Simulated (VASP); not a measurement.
# Te2Mo (P2_1/m) in VASP: further runs, part 2 of 3

VASP 6.6.1.

### Step 3. Single point, revPBE+D4

This run uses another cell than the first one, of 23.91 Å³/atom.

INCAR

```
PREC = Accurate ; ENCUT = 520
EDIFF = 1E-6 ; ISMEAR = -1
SIGMA = 0.05 ; LREAL = F
LASPH = T ; NELM = 80
ALGO = Normal ; ISIF = 2
LWAVE = F ; LCHARG = F
GGA = RE ; IVDW = 13
NBANDS = 64
```

KPOINTS

```
regular mesh
0
Gamma
  4 8 2
```

POSCAR

```
Te2Mo
1.0
    6.3234123703      0.0000000000      0.0021695409
    0.0000000000      3.4670304789      0.0000000000
   -0.9410701073      0.0000000000     13.0847352240
Te Mo
8 4
Direct
    0.9464788628      0.7500000000      0.6083393533
    0.0535211372      0.2500000000      0.3916606467
    0.9037783445      0.2500000000      0.8426457000
    0.0962216555      0.7500000000      0.1573543000
    0.4115964992      0.7500000000      0.8921286375
    0.5884035008      0.2500000000      0.1078713625
    0.4419812518      0.2500000000      0.6567269818
    0.5580187482      0.7500000000      0.3432730182
    0.8171095837      0.7500000000      0.9920592431
    0.1828904163      0.2500000000      0.0079407569
    0.6805774145      0.2500000000      0.4938280312
    0.3194225855      0.7500000000      0.5061719688
```

Potentials or basis: VASP PAW PBE potentials, release 64 (Te, Mo_sv).

Command:

```
$ cat potpaw_PBE.64/Te/POTCAR potpaw_PBE.64/Mo_sv/POTCAR > POTCAR
$ mpirun -np 1 vasp_std > vasp.out
```

OUTCAR:

```text
PREC = Accurate
   ENCUT = 520
   EDIFF = 1E-6
   ISMEAR = -1
   LREAL = F
   LASPH = T
   NELM = 80
   ISIF = 2
   GGA = RE
   IVDW = 13

 ion  position               nearest neighbor table
   1  0.946  0.750  0.608-  11 2.78  11 2.78  12 2.79   2 3.44   2 3.44   3 3.56   3 3.56   7 3.60
                             7 3.60
   2  0.054  0.250  0.392-  12 2.78  12 2.78  11 2.79   1 3.44   1 3.44   4 3.56   4 3.56   8 3.60
                             8 3.60
   3  0.904  0.250  0.843-  10 2.70   9 2.70   9 2.70   1 3.56   1 3.56   5 3.66   5 3.66   5 3.67
                             5 3.67   7 3.67
   4  0.096  0.750  0.157-   9 2.70  10 2.70  10 2.70   2 3.56   2 3.56   6 3.66   6 3.66   6 3.67
                             6 3.67   8 3.67
   5  0.412  0.750  0.892-  10 2.78  10 2.78   9 2.80   6 3.44   6 3.44   7 3.56   7 3.56   3 3.66
                             3 3.66   3 3.67   3 3.67
   6  0.588  0.250  0.108-   9 2.78   9 2.78  10 2.80   5 3.44   5 3.44   8 3.56   8 3.56   4 3.66
                             4 3.66   4 3.67   4 3.67
   7  0.442  0.250  0.657-  12 2.70  12 2.70  11 2.70   5 3.56   5 3.56   1 3.60   1 3.60   3 3.67
[... 7 lines left out ...]
  11  0.681  0.250  0.494-   8 2.70   8 2.70   7 2.70   1 2.78   1 2.78   2 2.79  12 2.88  12 2.88

  12  0.319  0.750  0.506-   7 2.70   7 2.70   8 2.70   2 2.78   2 2.78   1 2.79  11 2.88  11 2.88

  LATTYP: Found a simple monoclinic cell.
 ALAT       =     6.3234127425
 B/A-ratio  =     0.5482847032
 C/A-ratio  =     2.0745969879
 COS(beta)  =    -0.0713937086

  Lattice vectors:

 A1 = (   6.3234123703,   0.0000000000,   0.0021695409)
 A2 = (   0.0000000000,   3.4670304789,   0.0000000000)
 A3 = (  -0.9410701073,   0.0000000000,  13.0847352240)

Analysis of symmetry for initial positions (statically):
=====================================================================
 Subroutine PRICEL returns:
 Original cell was already a primitive cell.

 Routine SETGRP: Setting up the symmetry group for a
 simple monoclinic supercell.

 Subroutine GETGRP returns: Found  4 space group operations
 (whereof  2 operations were pure point group operations)
[... 170 lines left out ...]
  energy-cutoff  :      520.00
  volume of cell :      286.87
 maximum number of plane-waves:      7775
 NGX is ok and might be reduce to    48
   NGX = 23   NGY = 13   NGZ = 49

 number of electron     103.9999996 magnetization

 Free energy of the ion-electron system (eV)
  ---------------------------------------------------
  ext. energy  EPLUGINS =         0.00000000
  ---------------------------------------------------
  free energy    TOTEN  =       -66.89715392 eV

  energy without entropy =      -66.86252866  energy(sigma->0) =      -66.87984129

 E-fermi :   9.1732     XC(G=0): -10.6510

 val. band max:        9.1637710187   @ k =   0.5000   0.0000   0.5000
 cond. band min:       9.1866433604   @ k =   0.0000   0.2500   0.5000
 fundamental gap:      0.0228723417
 Fermi energy:         9.1732201917

 k-point     1 :       0.0000    0.0000    0.0000
  band No.  band energies     occupation
      1     -51.9765      2.00000
      2     -51.9488      2.00000
      3     -51.9151      2.00000
      4     -51.8887      2.00000
      5     -26.2484      2.00000
      6     -26.2204      2.00000
[... 1597 lines left out ...]
     63      11.3385      0.00000
     64      11.6183      0.00000

 [... further k-points ...]

------------------------ aborting loop because EDIFF is reached ----------------------------------------

  DFT-D4 for vdW energy calculation

  Edisp (eV):  -11.21187

  FORCE on cell =-STRESS in cart. coord.  units (eV):
  Direction    XX          YY          ZZ          XY          YZ          ZX
  --------------------------------------------------------------------------------------
  -------------------------------------------------------------------------------------
  Total      -0.03961    -0.11369    -0.12060     0.00000     0.00000     0.01321
  in kB      -0.22125    -0.63497    -0.67357     0.00000     0.00000     0.07375
  external pressure =       -0.51 kB  Pullay stress =        0.00 kB

 VOLUME and BASIS-vectors are now :
 -----------------------------------------------------------------------------
  energy-cutoff  :      520.00
  volume of cell :      286.87
      direct lattice vectors                 reciprocal lattice vectors
     6.323412370  0.000000000  0.002169541     0.158138560  0.000000000  0.011373518
     0.000000000  3.467030479  0.000000000     0.000000000  0.288431269  0.000000000
    -0.941070107  0.000000000 13.084735224    -0.000026220  0.000000000  0.076423046

 POSITION                                       TOTAL-FORCE (eV/Angst)
 -----------------------------------------------------------------------------------
      5.41249      2.60027      7.96201        -0.000680      0.000000      0.004255
     -0.03014      0.86676      5.12489         0.000680     -0.000000     -0.004255
      4.92197      0.86676     11.02776         0.002512      0.000000     -0.002219
      0.46037      2.60027      2.05915        -0.002512      0.000000      0.002219
      1.76314      2.60027     11.67416         0.000869      0.000000     -0.003159
      3.61920      0.86676      1.41274        -0.000869      0.000000      0.003159
      2.17680      0.86676      8.59406         0.002121      0.000000      0.000402
      3.20554      2.60027      4.49285        -0.002121      0.000000     -0.000402
      4.23332      2.60027     12.98261        -0.010296      0.000000      0.000614
      1.14902      0.86676      0.10430         0.010296      0.000000     -0.000614
      3.83884      0.86676      6.46309         0.013951      0.000000      0.001178
      1.54350      2.60027      6.62382        -0.013951     -0.000000     -0.001178
 -----------------------------------------------------------------------------------
    total drift:                                0.000000      0.000000      0.000000

  FREE ENERGIE OF THE ION-ELECTRON SYSTEM (eV)
  ---------------------------------------------------
  free  energy   TOTEN  =       -78.1090210919 eV

  energy  without entropy=      -78.0743958300  energy(sigma->0) =      -78.09170846
```

OSZICAR:

```text
N       E                     dE             d eps       ncg     rms          rms(c)
DAV:   1     0.882730717625E+03    0.88273E+03   -0.53467E+04  4328   0.147E+03
DAV:   2    -0.110394876104E+02   -0.89377E+03   -0.87046E+03  4672   0.353E+02
DAV:   3    -0.670287932229E+02   -0.55989E+02   -0.54370E+02  4656   0.763E+01
DAV:   4    -0.690251979322E+02   -0.19964E+01   -0.19721E+01  4784   0.132E+01
[... 11 lines left out ...]
DAV:  16    -0.668971675390E+02   -0.14753E-05   -0.95973E-06  3992   0.100E-02    0.122E-01
DAV:  17    -0.668971617184E+02    0.58206E-05   -0.41186E-06  3704   0.758E-03    0.935E-02
DAV:  18    -0.668971561793E+02    0.55392E-05   -0.74934E-06  4280   0.101E-02    0.355E-02
DAV:  19    -0.668971545274E+02    0.16519E-05   -0.19528E-06  2616   0.559E-03    0.149E-02
DAV:  20    -0.668971539193E+02    0.60811E-06   -0.14118E-06  2536   0.353E-03
   1 F= -.78109021E+02 E0= -.78091708E+02  d E =-.346253E-01
```

stdout:

```text
POSCAR found type information on POSCAR TeMo
 POSCAR found :  2 types and      12 ions
 scaLAPACK will be used
 -----------------------------------------------------------------------------
|                                                                             |
|                                                                             |
|     You enforced a specific xc type in the INCAR file but a different       |
|     I HOPE YOU KNOW WHAT YOU ARE DOING!                                     |
|                                                                             |
 -----------------------------------------------------------------------------

 LDA part: xc-table for (Slater+PW92), standard interpolation
 POSCAR, INCAR and KPOINTS ok, starting setup
 FFT: planning ... GRIDC
 FFT: planning ... GRID_SOFT
 FFT: planning ... GRID
 WAVECAR not read
 entering main loop
```

Wall time 19 min (1 thread of Intel Xeon Platinum 8259CL at 2.50GHz (Skylake/Cascade Lake), shared host); peak memory 0.58 GiB.

What came out:

```
Free energy                : -78.1090 eV
Pressure                   : -0.1 GPa
Largest force              : 0.014 eV/Å
Band gap on the k mesh     : zero (bands 52 and 53 overlap by 0.50 eV)
Dispersion energy per atom : -0.934 eV
```

Forces on the atoms (eV/Å):
```
Te  -0.001  0.000  0.004
Te   0.001  0.000 -0.004
Te   0.003  0.000 -0.002
Te  -0.003  0.000  0.002
Te   0.001  0.000 -0.003
Te  -0.001  0.000  0.003
Te   0.002  0.000  0.000
Te  -0.002  0.000  0.000
Mo  -0.010  0.000  0.001
Mo   0.010  0.000 -0.001
Mo   0.014  0.000  0.001
Mo  -0.014  0.000 -0.001
```

Levels at points of the mesh, in eV from the Fermi level:
```tsv
k point	band 50	band 51	band 52	band 53	band 54	band 55
(0.00, 0.00, 0.00)	-0.31	0.06	0.36	0.47	0.68	0.70
(0.50, 0.00, 0.00)	-0.97	-0.48	-0.43	-0.14	-0.11	0.72
(0.00, 0.50, 0.00)	-1.66	-1.42	-1.42	0.89	0.89	1.11
(0.50, 0.50, 0.00)	-1.20	-1.09	-1.09	0.91	0.91	1.02
(0.00, 0.00, 0.50)	-0.17	0.16	0.30	0.39	0.50	0.76
(0.50, 0.00, 0.50)	-0.98	-0.62	-0.26	-0.05	-0.01	0.64
(0.00, 0.50, 0.50)	-1.65	-1.51	-1.51	0.83	0.83	1.12
(0.50, 0.50, 0.50)	-1.20	-1.08	-1.08	0.95	0.95	0.96
```

Caveat: the PAW data sets were made with another functional, which shifts forces and pressure a little; spin-orbit coupling is left out, which moves the levels of the heavy elements.

### Step 4. Single point, RPBE+D4

This run uses another cell than the first one, of 23.68 Å³/atom.

INCAR

```
ALGO     = Normal         # electronic algorithm
EDIFF    = 1E-6           # SCF threshold, eV
ENCUT    = 520            # plane-wave cutoff, eV
GGA      = RP             # functional
ISIF     = 2              # what is computed and relaxed
ISMEAR   = -1             # smearing method
IVDW     = 13             # dispersion correction
LASPH    = T              # aspherical terms in the spheres
LCHARG   = T              # write CHGCAR
LELF     = T              # ELF
LREAL    = F              # projectors in reciprocal space
LVHAR    = T            
LWAVE    = F              # write WAVECAR
NBANDS   = 64             # bands
NELM     = 80             # most SCF steps
PREC     = Accurate       # precision mode
SIGMA    = 0.05           # smearing width, eV
```

KPOINTS

```
k-points
0
Gamma
  4 8 2
```

POSCAR

```
Te2Mo
1.0
    6.3026444327      0.0000000000     -0.0093661786
    0.0000000000      3.4587037880      0.0000000000
   -0.9631630955      0.0000000000     13.0355765126
Te Mo
8 4
Direct
    0.9474427201      0.7500000000      0.6089160815
    0.0525572799      0.2500000000      0.3910839185
    0.9028418712      0.2500000000      0.8418262264
    0.0971581288      0.7500000000      0.1581737736
    0.4104963615      0.7500000000      0.8916202332
    0.5895036385      0.2500000000      0.1083797668
    0.4429701578      0.2500000000      0.6574738677
    0.5570298422      0.7500000000      0.3425261323
    0.8169508003      0.7500000000      0.9918952517
    0.1830491997      0.2500000000      0.0081047483
    0.6806157398      0.2500000000      0.4938912292
    0.3193842602      0.7500000000      0.5061087708
```

Potentials or basis: VASP PAW PBE potentials, release 64 (Te, Mo_sv).

Command:

```
$ cat potpaw_PBE.64/Te/POTCAR potpaw_PBE.64/Mo_sv/POTCAR > POTCAR
$ mpirun -np 1 vasp_std > vasp.out
```

OUTCAR:

```text
EDIFF = 1E-6
   ENCUT = 520
   GGA = RP
   ISIF = 2
   ISMEAR = -1
   IVDW = 13
   LASPH = T
   LREAL = F
   NELM = 80
   PREC = Accurate

 ion  position               nearest neighbor table
   1  0.947  0.750  0.609-  11 2.77  11 2.77  12 2.79   2 3.44   2 3.44   3 3.53   3 3.53   7 3.58
                             7 3.58
   2  0.053  0.250  0.391-  12 2.77  12 2.77  11 2.79   1 3.44   1 3.44   4 3.53   4 3.53   8 3.58
                             8 3.58
   3  0.903  0.250  0.842-  10 2.70   9 2.70   9 2.70   1 3.53   1 3.53   7 3.63   5 3.65   5 3.65
                             5 3.65   5 3.65
   4  0.097  0.750  0.158-   9 2.70  10 2.70  10 2.70   2 3.53   2 3.53   8 3.63   6 3.65   6 3.65
                             6 3.65   6 3.65
   5  0.410  0.750  0.892-  10 2.77  10 2.77   9 2.79   6 3.44   6 3.44   7 3.53   7 3.53   3 3.65
                             3 3.65   3 3.65   3 3.65
   6  0.590  0.250  0.108-   9 2.77   9 2.77  10 2.79   5 3.44   5 3.44   8 3.53   8 3.53   4 3.65
[... 1833 lines left out ...]
     63      11.4965      0.00000
     64      11.8020      0.00000

 [... further k-points ...]

------------------------ aborting loop because EDIFF is reached ----------------------------------------

  DFT-D4 for vdW energy calculation

  Edisp (eV):  -13.33035

  FORCE on cell =-STRESS in cart. coord.  units (eV):
  Direction    XX          YY          ZZ          XY          YZ          ZX
  --------------------------------------------------------------------------------------
  -------------------------------------------------------------------------------------
  Total      -0.07937    -0.11124    -0.14138     0.00000     0.00000     0.00953
  in kB      -0.44756    -0.62726    -0.79725     0.00000     0.00000     0.05376
  external pressure =       -0.62 kB  Pullay stress =        0.00 kB

 VOLUME and BASIS-vectors are now :
 -----------------------------------------------------------------------------
  energy-cutoff  :      520.00
  volume of cell :      284.13
      direct lattice vectors                 reciprocal lattice vectors
     6.302644433  0.000000000 -0.009366179     0.158680983  0.000000000  0.011724504
     0.000000000  3.458703788  0.000000000     0.000000000  0.289125656  0.000000000
    -0.963163096  0.000000000 13.035576513     0.000114014  0.000000000  0.076721564

 POSITION                                       TOTAL-FORCE (eV/Angst)
 -----------------------------------------------------------------------------------
      5.38491      2.59403      7.92870        -0.002063      0.000000      0.001311
     -0.04543      0.86468      5.09751         0.002063     -0.000000     -0.001311
      4.87948      0.86468     10.96523         0.001132      0.000000     -0.000896
      0.46001      2.59403      2.06098        -0.001132      0.000000      0.000896
      1.72844      2.59403     11.61894         0.001166      0.000000     -0.005453
      3.61104      0.86468      1.40727        -0.001166      0.000000      0.005453
      2.15863      0.86468      8.56640         0.002265     -0.000000     -0.001285
      3.18085      2.59403      4.45981        -0.002265      0.000000      0.001285
      4.19359      2.59403     12.92227        -0.014673      0.000000      0.003036
      1.14589      0.86468      0.10394         0.014673     -0.000000     -0.003036
      3.81398      0.86468      6.43178         0.018647      0.000000     -0.002877
      1.52550      2.59403      6.59443        -0.018647     -0.000000      0.002877
 -----------------------------------------------------------------------------------
    total drift:                                0.000000      0.000000      0.000000

  FREE ENERGIE OF THE ION-ELECTRON SYSTEM (eV)
  ---------------------------------------------------
  free  energy   TOTEN  =       -79.2008743604 eV

  energy  without entropy=      -79.1661371371  energy(sigma->0) =      -79.18350575
```

OSZICAR:

```text
N       E                     dE             d eps       ncg     rms          rms(c)
DAV:   1     0.885179193413E+03    0.88518E+03   -0.53720E+04  4376   0.147E+03
DAV:   2    -0.919731477001E+01   -0.89438E+03   -0.87053E+03  4720   0.352E+02
DAV:   3    -0.659563665405E+02   -0.56759E+02   -0.55125E+02  4712   0.763E+01
DAV:   4    -0.679307415096E+02   -0.19744E+01   -0.19514E+01  4728   0.130E+01
[... 11 lines left out ...]
DAV:  16    -0.658705353341E+02   -0.25314E-05   -0.98323E-06  4008   0.103E-02    0.130E-01
DAV:  17    -0.658705287095E+02    0.66246E-05   -0.52415E-06  3920   0.871E-03    0.968E-02
DAV:  18    -0.658705234713E+02    0.52381E-05   -0.70033E-06  4288   0.968E-03    0.387E-02
DAV:  19    -0.658705214809E+02    0.19904E-05   -0.26563E-06  3016   0.624E-03    0.143E-02
DAV:  20    -0.658705208296E+02    0.65136E-06   -0.89514E-07  2320   0.318E-03
   1 F= -.79200874E+02 E0= -.79183506E+02  d E =-.347372E-01
```

Run time: 23 min. Hardware: 1 thread of Intel Xeon 8259CL, shared host; peak memory 0.6 GiB.

What came out:

| Quantity | Value |
| --- | --- |
| Free energy | -79.2009 eV |
| Pressure | -0.1 GPa |
| Largest force | 0.019 eV/Å |
| Band gap on the k mesh | zero (bands 52 and 53 overlap by 0.51 eV) |
| Dispersion energy per atom | -1.111 eV |

Forces in eV/Å, atoms in the order of the input:
```
Te  -0.002  0.000  0.001
Te   0.002  0.000 -0.001
Te   0.001  0.000 -0.001
Te  -0.001  0.000  0.001
Te   0.001  0.000 -0.005
Te  -0.001  0.000  0.005
Te   0.002  0.000 -0.001
Te  -0.002  0.000  0.001
Mo  -0.015  0.000  0.003
Mo   0.015  0.000 -0.003
Mo   0.019  0.000 -0.003
Mo  -0.019  0.000  0.003
```

Caveat: the dispersion term is far too large for a dense solid, which distorts pressure and volume; the PAW data sets were made with another functional, which shifts forces and pressure a little; spin-orbit coupling is left out, which moves the levels of the heavy elements.

[end of part 2 of 3]

The gap in the log of VASP goes by the Fermi energy; the results here count the filled bands.